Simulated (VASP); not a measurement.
# FeCo3 (Pm-3m) in VASP: notebook

FeCo3 is run at these levels: PBEsol; tasks: single point.

All numbers are computed with VASP 6.6.1; they aren't measurements. Logs are shortened: lines on timing, memory, paths and dates and some standing lists are left out, and cuts for length are marked.

## (1) The cell of the first run

The structure is cubic, space group Pm-3m (No. 221). Conventional cell: a = 3.439 Å, b = 3.439 Å, c = 3.439 Å, α = 90.00°, β = 90.00°, γ = 90.00°. Fe (site symmetry m-3m) has 12 Co at 2.43 Å within 3.2 Å. Co (site symmetry 4/mmm) has 4 Fe at 2.43 Å and 8 Co at 2.43 Å within 3.2 Å.

## (2) Single point, PBEsol

File INCAR:

```
SYSTEM = FeCo3
PREC = Accurate ; ENCUT = 520
EDIFF = 1E-6 ; ISMEAR = 0
SIGMA = 0.1 ; LREAL = .FALSE.
LASPH = .TRUE. ; NELM = 80
ALGO = Normal ; ISIF = 2
LWAVE = .FALSE. ; LCHARG = .FALSE.
GGA = PS ; NBANDS = 26
```

File KPOINTS:

```
Automatic mesh
0
G
  12 12 12
  0 0 0
```

File POSCAR:

```
FeCo3
1.0
    3.4387848610      0.0000000000      0.0000000000
    0.0000000000      3.4387848610      0.0000000000
    0.0000000000      0.0000000000      3.4387848610
Fe Co
1 3
Direct
    0.0000000000      0.0000000000      0.0000000000
    0.5000000000      0.5000000000      0.0000000000
    0.5000000000      0.0000000000      0.5000000000
    0.0000000000      0.5000000000      0.5000000000
```

Potentials or basis: VASP PAW PBE potentials, release 64 (Fe, Co).

Run with:

```console
$ cat potpaw_PBE.64/Fe/POTCAR potpaw_PBE.64/Co/POTCAR > POTCAR
$ mpirun -np 1 vasp_std > vasp.out
```

OUTCAR:

```text
SYSTEM = FeCo3
   PREC = Accurate
   ENCUT = 520
   EDIFF = 1E-6
   ISMEAR = 0
   LREAL = .FALSE.
   LASPH = .TRUE.
   NELM = 80
   ISIF = 2
   GGA = PS

 ion  position               nearest neighbor table
   1  0.000  0.000  0.000-   2 2.43   3 2.43   4 2.43   3 2.43   4 2.43   2 2.43   4 2.43   4 2.43
                             2 2.43   3 2.43   3 2.43   2 2.43
   2  0.500  0.500  0.000-   1 2.43   3 2.43   4 2.43   3 2.43   4 2.43   1 2.43   3 2.43   3 2.43
                             1 2.43   4 2.43   4 2.43   1 2.43
   3  0.500  0.000  0.500-   1 2.43   2 2.43   4 2.43   1 2.43   2 2.43   2 2.43   4 2.43   2 2.43
                             1 2.43   4 2.43   1 2.43   4 2.43
   4  0.000  0.500  0.500-   1 2.43   2 2.43   3 2.43   1 2.43   2 2.43   1 2.43   3 2.43   1 2.43
                             2 2.43   3 2.43   2 2.43   3 2.43

  LATTYP: Found a simple cubic cell.
 ALAT       =     3.4387848610

  Lattice vectors:

 A1 = (   3.4387848610,   0.0000000000,   0.0000000000)
 A2 = (   0.0000000000,   3.4387848610,   0.0000000000)
 A3 = (   0.0000000000,   0.0000000000,   3.4387848610)

Analysis of symmetry for initial positions (statically):
=====================================================================
 Subroutine PRICEL returns:
 Original cell was already a primitive cell.

 Routine SETGRP: Setting up the symmetry group for a
 simple cubic supercell.

 Subroutine GETGRP returns: Found 48 space group operations
 (whereof 48 operations were pure point group operations)
 out of a pool of 48 trial point group operations.

The static configuration has the point symmetry O_h .

Analysis of symmetry for dynamics (positions and initial velocities):
=====================================================================
 Subroutine PRICEL returns:
 Original cell was already a primitive cell.

 Routine SETGRP: Setting up the symmetry group for a
 simple cubic supercell.

 Subroutine GETGRP returns: Found 48 space group operations
 (whereof 48 operations were pure point group operations)
 out of a pool of 48 trial point group operations.

The dynamic configuration has the point symmetry O_h .

 Subroutine INISYM returns: Found 48 space group operations
 (whereof 48 operations are pure point group operations),
 and found     1 'primitive' translations

----------------------------------------------------------------------------------------

                                     Primitive cell

[... 94 lines left out ...]
   EDIFF  = 0.1E-05   stopping-criterion for ELM
   LREAL  =      F    real-space projection
   EDIFFG = 0.1E-04   stopping-criterion for IOM
   NSW    =      0    number of steps for IOM
   IBRION =     -1    ionic relax: 0-MD 1-quasi-New 2-CG
   NFREE  =      0    steps in history (QN), initial steepest desc. (CG)
   ISIF   =      2    stress and relaxation
   ISYM   =      2    0-nonsym 1-usesym 2-fastsym
   POTIM  = 0.5000    time-step for ionic-motion
   TEBEG  =    0.0;   TEEND  =   0.0 temperature during run
   PSTRESS=    0.0 pullay stress
   NELECT =      35.0000    total number of electrons
   NUPDOWN=      -1.0000    fix difference up-down
   EMIN   =  10.00;   EMAX   =-10.00  energy-range for DOS
   EFERMI =   0.00;   METHOD = LEGACY
   ISMEAR =     0;   SIGMA  =   0.10  broadening in eV -4-tet -1-fermi 0-gaus
   EFERMI_NEDOS =   21; number of points for ismear=-14 and -15
   IALGO  =     38    algorithm
   IMIX   =      4    mixing-type and parameters
     AMIX     =   0.40;   BMIX     =  1.00
     AMIX_MAG =   1.60;   BMIX_MAG =  1.00
  volume/ion in A,a.u.               =      10.17        68.60
  Fermi-wavevector in a.u.,A,eV,Ry     =   1.557253  2.942781 32.994630  2.425037
  Thomas-Fermi vector in A             =   2.660930
   LORBIT       =      0    0 simple, 1 ext, 2 COOP (PROOUT), +10 PAW based schemes
   GGA     = PS    functional components
   LHFCALC =     F    Hartree Fock is set to
   AEXX    =    0.0000 exact exchange contribution
   IVDW    =     0    specifies the selected vdW correction
   LEPSILON=     F    determine dielectric tensor
   LRPA    =     F    only Hartree local field effects (RPA)
 non-spin polarized calculation
 Gauss-broadening in eV      SIGMA  =   0.10
  energy-cutoff  :      520.00
  volume of cell :       40.66
 maximum number of plane-waves:      1109
 NGX is ok and might be reduce to    28
   NGX = 13   NGY = 13   NGZ = 13

 number of electron      35.0000014 magnetization

 Free energy of the ion-electron system (eV)
  ---------------------------------------------------
  ext. energy  EPLUGINS =         0.00000000
  ---------------------------------------------------
  free energy    TOTEN  =       -31.58493571 eV

  energy without entropy =      -31.54593767  energy(sigma->0) =      -31.56543669

 E-fermi :   9.9068     XC(G=0): -13.9838

 val. band max:        9.9059477823   @ k =   0.4167   0.3333   0.0833
 cond. band min:       9.9117062729   @ k =   0.2500   0.2500   0.0000
 fundamental gap:      0.0057584906
 Fermi energy:         9.9067796000

 k-point     1 :       0.0000    0.0000    0.0000
  band No.  band energies     occupation
      1       0.7054      2.00000
      2       4.8892      2.00000
      3       4.8892      2.00000
      4       4.9645      2.00000
      5       5.6017      2.00000
      6       5.6017      2.00000
[... 685 lines left out ...]
     25      19.7147      0.00000
     26      22.1134      0.00000

 [... further k-points ...]

------------------------ aborting loop because EDIFF is reached ----------------------------------------

  FORCE on cell =-STRESS in cart. coord.  units (eV):
  Direction    XX          YY          ZZ          XY          YZ          ZX
  --------------------------------------------------------------------------------------
  -------------------------------------------------------------------------------------
  Total       -2.2204896     -2.2204896     -2.2204896      0.0000000      0.0000000     -0.0000000
  in kB      -87.4871595    -87.4871595    -87.4871595      0.0000000      0.0000000     -0.0000000
  external PRESSURE =     -87.4871595 kB  Pullay stress =       0.0000000 kB

 VOLUME and BASIS-vectors are now :
 -----------------------------------------------------------------------------
  energy-cutoff  :      520.00
  volume of cell :       40.66
      direct lattice vectors                 reciprocal lattice vectors
     3.438784861  0.000000000  0.000000000     0.290800396  0.000000000  0.000000000
     0.000000000  3.438784861  0.000000000     0.000000000  0.290800396  0.000000000
     0.000000000  0.000000000  3.438784861     0.000000000  0.000000000  0.290800396

 POSITION                                       TOTAL-FORCE (eV/Angst)
 -----------------------------------------------------------------------------------
      0.00000      0.00000      0.00000         0.000000      0.000000      0.000000
      1.71939      1.71939      0.00000         0.000000      0.000000      0.000000
      1.71939      0.00000      1.71939         0.000000      0.000000      0.000000
      0.00000      1.71939      1.71939         0.000000      0.000000      0.000000
 -----------------------------------------------------------------------------------
    total drift:                                0.000000      0.000000      0.000000

  FREE ENERGIE OF THE ION-ELECTRON SYSTEM (eV)
  ---------------------------------------------------
  free  energy   TOTEN  =       -31.5849357100 eV

  energy  without entropy=      -31.5459376702  energy(sigma->0) =      -31.56543669
```

stdout:

```text
POSCAR found type information on POSCAR FeCo
 POSCAR found :  2 types and       4 ions
 scaLAPACK will be used
 -----------------------------------------------------------------------------
|                                                                             |
|                                                                             |
|     You enforced a specific xc type in the INCAR file but a different       |
|     I HOPE YOU KNOW WHAT YOU ARE DOING!                                     |
|                                                                             |
 -----------------------------------------------------------------------------

 LDA part: xc-table for (Slater+PW92), standard interpolation
 POSCAR, INCAR and KPOINTS ok, starting setup
 FFT: planning ... GRIDC
 FFT: planning ... GRID_SOFT
 FFT: planning ... GRID
 WAVECAR not read
 entering main loop
```

Run time: 39 s. Hardware: 1 thread of Intel Xeon 6975P-C (Granite Rapids), shared host; peak memory 0.21 GiB.

What came out:

| Property | Result |
| --- | --- |
| Free energy | -31.5849 eV |
| Pressure | -8.7 GPa |
| Band gap on the k mesh | zero (an odd number of electrons rules out a gap without spin polarisation) |

Caveat: the cell stands under tension; the PAW data sets were made with another functional, which shifts forces and pressure a little; the run has no spin polarisation, though such a crystal can be magnetic. Spin polarisation is off, so any magnetic state and its effect on volume and gap are missing.

## (3) Single point, PBEsol

This run uses another cell than the first one, of 10.61 Å³/atom.

File INCAR:

```
SYSTEM = FeCo3
  ALGO = Normal
  EDIFF = 1E-6
  ENCUT = 520
  GGA = PS
  ISIF = 2
  ISMEAR = 0
  LASPH = .TRUE.
  LCHARG = .FALSE.
  LREAL = .FALSE.
  LWAVE = .FALSE.
  NBANDS = 26
  NELM = 60
  PREC = Accurate
  SIGMA = 0.1
```

File KPOINTS:

```
k-points
0
G
  12 12 12
  0 0 0
```

File POSCAR:

```
FeCo3
1.0
    3.4879169971      0.0000000000      0.0000000000
    0.0000000000      3.4879169971      0.0000000000
    0.0000000000      0.0000000000      3.4879169971
Fe Co
1 3
Direct
    0.0000000000      0.0000000000      0.0000000000
    0.5000000000      0.5000000000      0.0000000000
    0.5000000000      0.0000000000      0.5000000000
    0.0000000000      0.5000000000      0.5000000000
```

Potentials or basis: VASP PAW PBE potentials, release 64 (Fe, Co).

Run with:

```console
$ cat potpaw_PBE.64/Fe/POTCAR potpaw_PBE.64/Co/POTCAR > POTCAR
$ mpirun -np 1 vasp_std > vasp.out
```

OUTCAR:

```text
SYSTEM = FeCo3
   EDIFF = 1E-6
   ENCUT = 520
   GGA = PS
   ISIF = 2
   ISMEAR = 0
   LASPH = .TRUE.
   LREAL = .FALSE.
   NELM = 60
   PREC = Accurate

 ion  position               nearest neighbor table
   1  0.000  0.000  0.000-   2 2.47   3 2.47   4 2.47   3 2.47   4 2.47   2 2.47   4 2.47   4 2.47
                             2 2.47   3 2.47   3 2.47   2 2.47
   2  0.500  0.500  0.000-   1 2.47   3 2.47   4 2.47   3 2.47   4 2.47   1 2.47   3 2.47   3 2.47
                             1 2.47   4 2.47   4 2.47   1 2.47
[... 902 lines left out ...]
  --------------------------------------------------------------------------------------
  -------------------------------------------------------------------------------------
  Total       -4.9085941     -4.9085941     -4.9085941      0.0000000      0.0000000     -0.0000000
  in kB     -185.3400512   -185.3400512   -185.3400512      0.0000000      0.0000000     -0.0000000
  external PRESSURE =    -185.3400512 kB  Pullay stress =       0.0000000 kB

 VOLUME and BASIS-vectors are now :
 -----------------------------------------------------------------------------
  energy-cutoff  :      520.00
  volume of cell :       42.43
      direct lattice vectors                 reciprocal lattice vectors
     3.487916997  0.000000000  0.000000000     0.286704070  0.000000000  0.000000000
     0.000000000  3.487916997  0.000000000     0.000000000  0.286704070  0.000000000
     0.000000000  0.000000000  3.487916997     0.000000000  0.000000000  0.286704070

 POSITION                                       TOTAL-FORCE (eV/Angst)
 -----------------------------------------------------------------------------------
      0.00000      0.00000      0.00000         0.000000      0.000000      0.000000
      1.74396      1.74396      0.00000         0.000000      0.000000      0.000000
      1.74396      0.00000      1.74396         0.000000      0.000000      0.000000
      0.00000      1.74396      1.74396         0.000000      0.000000      0.000000
 -----------------------------------------------------------------------------------
    total drift:                                0.000000      0.000000      0.000000

  FREE ENERGIE OF THE ION-ELECTRON SYSTEM (eV)
  ---------------------------------------------------
  free  energy   TOTEN  =       -31.4308953836 eV

  energy  without entropy=      -31.3888621152  energy(sigma->0) =      -31.40987875
```

OSZICAR:

```text
N       E                     dE             d eps       ncg     rms          rms(c)
DAV:   1     0.227852280751E+03    0.22785E+03   -0.15364E+04  4512   0.179E+03
DAV:   2    -0.250104305249E+02   -0.25286E+03   -0.23878E+03  4376   0.337E+02
DAV:   3    -0.376441316578E+02   -0.12634E+02   -0.11654E+02  4508   0.106E+02
DAV:   4    -0.378440427928E+02   -0.19991E+00   -0.19883E+00  4750   0.137E+01
DAV:   5    -0.378512598042E+02   -0.72170E-02   -0.72164E-02  6314   0.207E+00    0.228E+01
DAV:   6    -0.324659947818E+02    0.53853E+01   -0.46155E+01  4482   0.973E+01    0.974E+00
DAV:   7    -0.375803079712E+02   -0.51143E+01   -0.27646E+01  5106   0.921E+01    0.301E+01
DAV:   8    -0.315769205068E+02    0.60034E+01   -0.52069E+00  5320   0.660E+01    0.530E+00
DAV:   9    -0.314609372630E+02    0.11598E+00   -0.96745E-01  6120   0.135E+01    0.154E+00
DAV:  10    -0.314412133154E+02    0.19724E-01   -0.96497E-02  4878   0.488E+00    0.911E-01
DAV:  11    -0.314321950099E+02    0.90183E-02   -0.11742E-02  5314   0.153E+00    0.211E-01
DAV:  12    -0.314309063616E+02    0.12886E-02   -0.11279E-03  4680   0.374E-01    0.621E-02
DAV:  13    -0.314309012471E+02    0.51145E-05   -0.85156E-05  4964   0.127E-01    0.290E-02
DAV:  14    -0.314308958433E+02    0.54039E-05   -0.25354E-05  5250   0.626E-02    0.987E-03
DAV:  15    -0.314308953836E+02    0.45974E-06   -0.10330E-06  2792   0.118E-02
   1 F= -.31430895E+02 E0= -.31409879E+02  d E =-.420333E-01
```

Run time: 39 s. Hardware: 1 thread of Intel Xeon 6975P-C (Granite Rapids), shared host; peak memory 0.21 GiB.

Results:

```
Free energy            : -31.4309 eV
Pressure               : -18.5 GPa
Band gap on the k mesh : zero (an odd number of electrons rules out a gap without spin polarisation)
```

Caveat: the cell stands under tension; the PAW data sets were made with another functional, which shifts forces and pressure a little; the run has no spin polarisation, though such a crystal can be magnetic.

## (4) Single point, PBEsol

This run uses another cell than the first one, of 11.05 Å³/atom.

File INCAR:

```
ALGO     = Fast           # electronic algorithm
EDIFF    = 1E-7           # SCF threshold, eV
ENCUT    = 520            # plane-wave cutoff, eV
GGA      = PS             # functional
ISIF     = 2              # what is computed and relaxed
ISMEAR   = 0              # smearing method
LASPH    = True           # aspherical terms in the spheres
LCHARG   = False          # write CHGCAR
LREAL    = False          # projectors in reciprocal space
LWAVE    = False          # write WAVECAR
NBANDS   = 26             # bands
NELM     = 80             # most SCF steps
PREC     = Accurate       # precision mode
SIGMA    = 0.1            # smearing width, eV
```

File KPOINTS:

```
k-points
0
Gamma
  12 12 12
```

File POSCAR:

```
FeCo3
1.0
    3.5357026200      0.0000000000      0.0000000000
    0.0000000000      3.5357026200      0.0000000000
    0.0000000000      0.0000000000      3.5357026200
Fe Co
1 3
Direct
    0.0000000000      0.0000000000      0.0000000000
    0.5000000000      0.5000000000      0.0000000000
    0.5000000000      0.0000000000      0.5000000000
    0.0000000000      0.5000000000      0.5000000000
```

Potentials or basis: VASP PAW PBE potentials, release 64 (Fe, Co).

Run with:

```console
$ cat potpaw_PBE.64/Fe/POTCAR potpaw_PBE.64/Co/POTCAR > POTCAR
$ mpirun -np 1 vasp_std > vasp.out
```

OUTCAR:

```text
EDIFF = 1E-7
   ENCUT = 520
   GGA = PS
   ISIF = 2
   ISMEAR = 0
   LASPH = True
   LREAL = False
   NELM = 80
   PREC = Accurate

 ion  position               nearest neighbor table
   1  0.000  0.000  0.000-   2 2.50   3 2.50   4 2.50   3 2.50   4 2.50   2 2.50   4 2.50   4 2.50
                             2 2.50   3 2.50   3 2.50   2 2.50
   2  0.500  0.500  0.000-   1 2.50   3 2.50   4 2.50   3 2.50   4 2.50   1 2.50   3 2.50   3 2.50
                             1 2.50   4 2.50   4 2.50   1 2.50
[... 903 lines left out ...]
  --------------------------------------------------------------------------------------
  -------------------------------------------------------------------------------------
  Total       -7.1630377     -7.1630377     -7.1630377      0.0000000     -0.0000000      0.0000000
  in kB     -259.6453985   -259.6453985   -259.6453985      0.0000000     -0.0000000      0.0000000
  external PRESSURE =    -259.6453985 kB  Pullay stress =       0.0000000 kB

 VOLUME and BASIS-vectors are now :
 -----------------------------------------------------------------------------
  energy-cutoff  :      520.00
  volume of cell :       44.20
      direct lattice vectors                 reciprocal lattice vectors
     3.535702620  0.000000000  0.000000000     0.282829216  0.000000000  0.000000000
     0.000000000  3.535702620  0.000000000     0.000000000  0.282829216  0.000000000
     0.000000000  0.000000000  3.535702620     0.000000000  0.000000000  0.282829216

 POSITION                                       TOTAL-FORCE (eV/Angst)
 -----------------------------------------------------------------------------------
      0.00000      0.00000      0.00000         0.000000      0.000000      0.000000
      1.76785      1.76785      0.00000         0.000000      0.000000      0.000000
      1.76785      0.00000      1.76785         0.000000      0.000000      0.000000
      0.00000      1.76785      1.76785         0.000000      0.000000      0.000000
 -----------------------------------------------------------------------------------
    total drift:                                0.000000      0.000000      0.000000

  FREE ENERGIE OF THE ION-ELECTRON SYSTEM (eV)
  ---------------------------------------------------
  free  energy   TOTEN  =       -31.1829965023 eV

  energy  without entropy=      -31.1378271592  energy(sigma->0) =      -31.16041183
```

OSZICAR:

```text
N       E                     dE             d eps       ncg     rms          rms(c)
DAV:   1     0.228202888122E+03    0.22820E+03   -0.15412E+04  4520   0.178E+03
DAV:   2    -0.248258474621E+02   -0.25303E+03   -0.23937E+03  4386   0.337E+02
DAV:   3    -0.374908756917E+02   -0.12665E+02   -0.11719E+02  4546   0.106E+02
DAV:   4    -0.376825703481E+02   -0.19169E+00   -0.19108E+00  4760   0.135E+01
[... 10 lines left out ...]
RMM:  15    -0.311829946794E+02   -0.74026E-05   -0.11813E-04  6019   0.643E-02    0.137E-02
RMM:  16    -0.311829962351E+02   -0.15556E-05   -0.18391E-05  6269   0.241E-02    0.189E-02
RMM:  17    -0.311829961340E+02    0.10107E-06   -0.30589E-06  5930   0.980E-03    0.702E-03
RMM:  18    -0.311829964101E+02   -0.27611E-06   -0.52164E-07  3735   0.414E-03    0.507E-03
RMM:  19    -0.311829965023E+02   -0.92193E-07   -0.10696E-07  2527   0.306E-03
   1 F= -.31182997E+02 E0= -.31160412E+02  d E =-.451693E-01
```

It took 53 s on 1 thread of Intel Xeon 6975P-C (Granite Rapids), shared host; peak memory 0.21 GiB.

Results:

```yaml
Free_energy: -31.1830 eV
Pressure: -26.0 GPa
Band_gap_on_the_k_mesh: zero (an odd number of electrons rules out a gap without spin polarisation)
```

Caveat: the cell stands under tension; the PAW data sets were made with another functional, which shifts forces and pressure a little; the run has no spin polarisation, though such a crystal can be magnetic.

(Part 1 of 2 ends here.)
